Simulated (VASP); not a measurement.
## ZnSe: relaxation of cell and atoms with PBE

The system is ZnSe.

```
Zn Se
1.0
     0.00000    2.86630    2.86630
     2.86630    0.00000    2.86630
     2.86630    2.86630    0.00000
Zn Se
1 1
Direct
  0.00000 0.00000 0.00000
  0.75000 0.75000 0.75000
```

- Program: VASP 6.6.1
- Task: relaxation of cell and atoms
- Functional: PBE
- Potentials or basis: VASP PAW PBE potentials, release 64 (Zn, Se)
- Cutoff: 600 eV
- k mesh: 8 × 8 × 8
- Occupations: gaussian, width 0.01 eV
- Spin: no spin polarisation
- Target pressure: 30 GPa
- Dipole correction: no
- Further INCAR settings: ALGO = Normal; EDIFF = 1e-06; IBRION = 2; EDIFFG = -0.001; NSW = 80; ISIF = 3

The relaxed volume is 17.85 Å³/atom, the relaxed cell is a = 3.696 Å, b = 3.696 Å, c = 3.696 Å, α = 60.00°, β = 60.00°, γ = 60.00° and the space group after relaxing (to 0.05 Å) is F-43m (No. 216). The energy change on relaxing (the enthalpy is what falls) is +417.1 meV/atom and the ionic steps are 10. The pressure after relaxing is 30.0 GPa. The band gap on the k mesh is 2.31 eV, indirect (least direct gap 2.36 eV).

Step by step:
```
step  energy change (eV)  largest force (eV/Å)  pressure (GPa)  volume (Å³)
   1              0.0000                0.0000            0.21        47.10
   2              7.9916                0.0000          204.50        23.11
   3              0.6275                0.0000           24.37        36.93
   4              0.7548                0.0000           27.99        36.15
   5              0.8284                0.0000           29.89        35.74
   6              0.8674                0.0000           30.82        35.54
   7              0.7901                0.0000           28.84        35.95
   8              0.8350                0.0000           30.05        35.71
   9              0.8331                0.0000           29.92        35.72
  10              0.8343                0.0000           30.00        35.71
```

Final structure:
```
CELL_PARAMETERS angstrom
0.00000 2.61368 2.61368
2.61368 0.00000 2.61368
2.61368 2.61368 0.00000
ATOMIC_POSITIONS crystal
Zn 0.00000 0.00000 0.00000
Se 0.75000 0.75000 0.75000
```

Levels at points of the mesh, in eV from the valence-band top:
```tsv
k point	band 6	band 7	band 8	band 9	band 10	band 11	band 12	band 13
(0.00, 0.00, 0.00)	-7.14	0.00	0.00	0.00	2.36	5.61	5.61	5.61
(0.50, 0.00, 0.00)	-7.09	-6.84	-1.29	-1.29	2.94	6.21	6.21	8.95
(0.50, 0.50, 0.00)	-6.87	-5.90	-3.21	-3.21	2.31	3.23	12.80	12.99
```

It took 99 s on 1 thread of Intel(R) Xeon(R) Platinum 8375C CPU @ 2.90GHz (Ice Lake), with other jobs on the host, peak memory 0.21 GiB.

Caveat: the cell is relaxed towards a set pressure, so the enthalpy falls and the energy may rise; the volume moved by over 15 % at a fixed basis, so the end points are rough. A k mesh can miss the band edges.
